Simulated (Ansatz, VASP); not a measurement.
# ZrB2: VASP beside Ansatz

POSCAR

```
ZrB2
1.0
    3.1700000000      0.0000000000      0.0000000000
   -1.5850000000      2.7453005300      0.0000000000
    0.0000000000      0.0000000000      3.5330000000
Zr B
1 2
Direct
    0.0000000000      0.0000000000      0.0000000000
    0.6666666667      0.3333333333      0.5000000000
    0.3333333333      0.6666666667      0.5000000000
```

The input INCAR.step1:

```
ALGO = Normal
EDIFF = 1E-5
ENCUT = 600
GGA = PE
ISMEAR = -1
LASPH = T
LCHARG = F
LREAL = F
LWAVE = T
NBANDS = 16
NELM = 100
PREC = Accurate
SIGMA = 0.05
```

Contents of INCAR.step2:

```
ALGO = Normal
EDIFF = 1E-7
EDIFFG = -0.01
ENCUT = 600
GGA = PE
HFSCREEN = 0.2079
IBRION = 2
ISIF = 3
ISMEAR = -1
ISTART = 1
LASPH = T
LCHARG = F
LHFCALC = T
LREAL = F
LWAVE = F
NELM = 100
NSW = 60
PREC = Accurate
PRECFOCK = Normal
SIGMA = 0.05
```

The input KPOINTS:

```
k-points
0
Gamma
  6 6 4
```

The input input:

```
crystal:
  lattice:
    - [3.17, 0.0, 0.0]
    - [-1.585, 2.74530053, 0.0]
    - [0.0, 0.0, 3.533]
  atoms:
    - { symbol: Zr, position: [0.0, 0.0, 0.0] }
    - { symbol: B, position: [0.6666666667, 0.3333333333, 0.5] }
    - { symbol: B, position: [0.3333333333, 0.6666666667, 0.5] }
hamiltonian:
  xc: hse06
  pseudopotentials: { kind: paw }
kpoints:
  mp_grid: { grid: [6, 6, 4] }
scf:
  occupations: { method: fermi_dirac, width: 0.05 }
output:
  forces: true
  stress: true
  eigenvalues: true
  write_density: true
  write_potential: true
  elf: true
  volumetric_format: npy
relax:
  f_tol: 0.01
  max_steps: 40
  cell: { stress_tol: 0.05 }
```

Alike in both runs: task relaxation of cell and atoms; functional HSE06; k mesh 6 × 6 × 4; occupations fermi-dirac, width 0.05 eV; no spin polarisation.

|  | VASP | Ansatz |
| --- | --- | --- |
| version | VASP 6.6.1 | Ansatz 0.2.0 |
| potentials or method | VASP PAW PBE potentials, release 64 (Zr_sv, B) | Ansatz PAW |
| plane-wave cutoff (eV) | 600 | 420 |
| valence electrons in the cell | 18 | 18 |

|  | VASP | Ansatz | Ansatz less VASP |
| --- | --- | --- | --- |
| gap on the k mesh at the Fermi level, each at its own relaxed structure (eV) | none | none | - |
| relaxed volume (Å³/atom) | 10.16 | 10.16 | -0.006 |
| relaxed length of the cell vector where the two differ most in proportion (Å) | 3.169 | 3.167 | -0.0012 |

A gap of «none» marks a metal or a gap that the smearing closes.

The k mesh is coarse, so the values compare programs but aren't converged. Noted on Ansatz's run: the plane-wave basis is chosen anew once the cell has moved, so the energies of steps on either side of that aren't comparable.
